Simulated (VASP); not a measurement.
Wanted: the native input for a VASP 6.6.1 run.

| Property | Result |
| --- | --- |
| Task | relaxation of cell and atoms |
| Functional | PBE |
| Potentials or basis | VASP PAW PBE potentials, release 64 (Sn_d) |
| Cutoff | 500 eV |
| k mesh | 18 × 18 × 18 |
| Occupations | gaussian, width 0.1 eV |
| Spin | no spin polarisation |
| Dipole correction | no |
| Further INCAR settings | ALGO = Normal; EDIFF = 1e-07; IBRION = 2; EDIFFG = -0.01; NSW = 100; ISIF = 3 |

The structure of Sn lies in POSCAR:

```
Sn
1.0
    3.0867642977      0.0000000000      0.0000000000
    0.0000000000      3.0867642977      0.0000000000
    0.0000000000      0.0000000000      3.0867642977
Sn
1
Direct
    0.5000000000      0.5000000000      0.5000000000
```

This isn't the form of Sn at room conditions, which is tetragonal (white tin).

These files were run (other wordings do the same):

INCAR

```
SYSTEM = Sn
ALGO = Normal ; EDIFF = 1E-7
EDIFFG = -0.01 ; ENCUT = 500
GGA = PE ; GGA_COMPAT = .False.
IBRION = 2 ; ISIF = 3
ISMEAR = 0 ; LASPH = .True.
LCHARG = .False. ; LREAL = .False.
LWAVE = .False. ; NELM = 120
NELMIN = 4 ; NSW = 100
PREC = Accurate ; SIGMA = 0.1
```

KPOINTS

```
k-points
0
Gamma
  18 18 18
  0 0 0
```

Potentials or basis: VASP PAW PBE potentials, release 64 (Sn_d).

Run with:

```bash
$ cat potpaw_PBE.64/Sn_d/POTCAR > POTCAR
$ mpirun -np 1 vasp_std > vasp.out
```

It gave:

```json
{
 "Pressure after relaxing": "-0.1 GPa",
 "Band gap on the k mesh": "zero (bands 7 and 8 overlap by 7.36 eV)"
}
```

Caveat: the relaxation stopped at its first step, so nothing moved; spin-orbit coupling is left out, which moves the levels of the heavy elements.

Run time: 54 s on 1 thread of Intel Xeon 8259CL, with other jobs on the host, peak memory 0.19 GiB.
